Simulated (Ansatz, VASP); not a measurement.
**One calculation of CuO, two programs**

The input INCAR:

```
SYSTEM = CuO
PREC = Accurate ; ENCUT = 520
EDIFF = 1E-6 ; ISMEAR = -1
SIGMA = 0.05 ; LREAL = .False.
LASPH = .True. ; NELM = 100
ALGO = Normal ; ISIF = 2
LWAVE = .False. ; LCHARG = .True.
GGA = PE ; LELF = .True.
LVHAR = .True. ; NBANDS = 25
```

Contents of KPOINTS:

```
Automatic mesh
0
Gamma
  10 10 5
  0 0 0
```

POSCAR

```
CuO
1.0
    2.3906352041     -1.7470046099      0.0000000000
    2.3906352041      1.7470046099      0.0000000000
   -0.8774322550      0.0000000000      5.1586662202
Cu O
2 2
Direct
    0.4968000000      0.0032000000      0.5000000000
    0.0032000000      0.4968000000      0.0000000000
    0.4056000000      0.5714000000      0.7537000000
    0.5714000000      0.4056000000      0.2537000000
```

The input input.yaml:

```yaml
crystal:
  lattice:
    - [2.3906352041, -1.7470046099, 0.0]
    - [2.3906352041, 1.7470046099, 0.0]
    - [-0.877432255, 0.0, 5.1586662202]
  atoms:
    - { symbol: Cu, position: [0.4968, 0.0032, 0.5] }
    - { symbol: Cu, position: [0.0032, 0.4968, 0.0] }
    - { symbol: O, position: [0.4056, 0.5714, 0.7537] }
    - { symbol: O, position: [0.5714, 0.4056, 0.2537] }
kpoints:
  mp_grid: { grid: [10, 10, 5] }
scf:
  occupations: { method: fermi_dirac, width: 0.05 }
hamiltonian:
  xc: pbe
  pseudopotentials: { kind: all_electron, lapw: { basis_error: 0.001 } }
output:
  forces: true
  stress: true
  eigenvalues: true
```

Change from the starting cell: volume scaled by 1.06.

Alike in both runs: task single point; functional PBE; k mesh 10 × 10 × 5; occupations fermi-dirac, width 0.05 eV; no spin polarisation.

|  | VASP | Ansatz |
| --- | --- | --- |
| version | VASP 6.6.1 | Ansatz 0.2.0 |
| potentials or method | VASP PAW PBE potentials, release 64 (Cu, O), cutoff 520 eV | all-electron LAPW, scalar-relativistic |

```tsv
	VASP	Ansatz	Ansatz less VASP
gap on the k mesh at the Fermi level (eV)	none	none	-
pressure (GPa)	-3.3	-3.9	-0.61
traceless stress, the component that is largest in VASP (GPa)	2.71	3.00	+0.289
rms of the force components (eV/Å)	0.383	0.378	-0.0051
```

Atom by atom the forces differ by 0.019 eV/Å (rms over components). A gap of «none» marks a metal or a gap that the smearing closes. Ansatz ran all-electron here, and VASP with PAW potentials.
